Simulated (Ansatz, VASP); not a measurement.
## MnO2 in VASP and in Ansatz

```xyz
6
Lattice="4.3983 0.0000 0.0000 0.0000 4.3983 0.0000 0.0000 0.0000 2.8730" Properties=species:S:1:pos:R:3 pbc="T T T"
Mn    0.0000    0.0000    0.0000
Mn    2.1991    2.1991    1.4365
O     1.3421    1.3421    0.0000
O     0.8570    3.5413    1.4365
O     3.0562    3.0562    0.0000
O     3.5413    0.8570    1.4365
```

Alike in both runs: task single point; functional r2SCAN; k mesh 6 × 6 × 10; occupations fermi-dirac, width 0.05 eV; no spin polarisation.

|  | VASP | Ansatz |
| --- | --- | --- |
| version | VASP 6.6.1 | Ansatz 0.2.0 |
| potentials or method | VASP PAW PBE potentials, release 64 (Mn_pv, O), cutoff 520 eV | PAW plane waves |
| valence electrons in the cell | 50 | 54 |

|  | VASP | Ansatz | Ansatz less VASP |
| --- | --- | --- | --- |
| pressure (GPa) | -13.0 | -13.5 | -0.54 |
| traceless stress, the component that is largest in VASP (GPa) | -2.99 | -3.25 | -0.258 |
| rms of the force components (eV/Å) | 0.141 | 0.131 | -0.0094 |

VASP's potentials were made for PBE, not for r2SCAN. Atom by atom the forces differ by 0.009 eV/Å (rms over components). VASP's potentials hold 50 valence electrons a cell and Ansatz's 54, so a difference there can come from the potentials and not from the codes.
